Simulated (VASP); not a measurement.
Set up this calculation in VASP 6.6.1, as the native input.

```yaml
Task: single point
Functional: PBE
Potentials_or_basis: VASP PAW PBE potentials, release 64 (Cu, Au)
Cutoff: 520 eV
k_mesh: 18 × 18 × 14
Occupations: gaussian, width 0.15 eV
Spin: no spin polarisation
Dipole_correction: no
Further_INCAR_settings: ALGO = Fast; EDIFF = 1e-06; NBANDS = 18
```

The structure of CuAu lies in POSCAR:

```
CuAu
1.0
    3.0162085660      0.0000000000      0.0000000000
    0.0000000000      3.0162085660      0.0000000000
    0.0000000000      0.0000000000      3.1627101250
Cu Au
1 1
Direct
    0.5000000000      0.5000000000      0.5000000000
    0.0000000000      0.0000000000      0.0000000000
```

This cell differs from its parent crystal: ratio of the length along z to the lengths across it x 0.8, volume and fractional coordinates fixed.

These files were run (other wordings do the same):

INCAR

```
PREC = Accurate
ENCUT = 520
EDIFF = 1E-6
ISMEAR = 0
SIGMA = 0.15
LREAL = F
LASPH = T
NELM = 60
ALGO = Fast
ISIF = 2
LWAVE = F
LCHARG = F
GGA = PE
NBANDS = 18
```

KPOINTS

```
regular mesh
0
Gamma
  18 18 14
```

Potentials or basis: VASP PAW PBE potentials, release 64 (Cu, Au).

Command:

```console
$ cat potpaw_PBE.64/Cu/POTCAR potpaw_PBE.64/Au/POTCAR > POTCAR
$ mpirun -np 1 vasp_std > vasp.out
```

Results of the run:

```yaml
Pressure: 6.3 GPa
Band_gap_on_the_k_mesh: zero (band 11 reaches 13.61 eV, above the bottom of band 12 at 7.13 eV)
```

Caveat: spin-orbit coupling is left out, which moves the levels of the heavy elements.

Wall time 62 s on 1 thread of Intel(R) Xeon(R) 6975P-C (Granite Rapids) (shared host), peak memory 0.33 GiB.
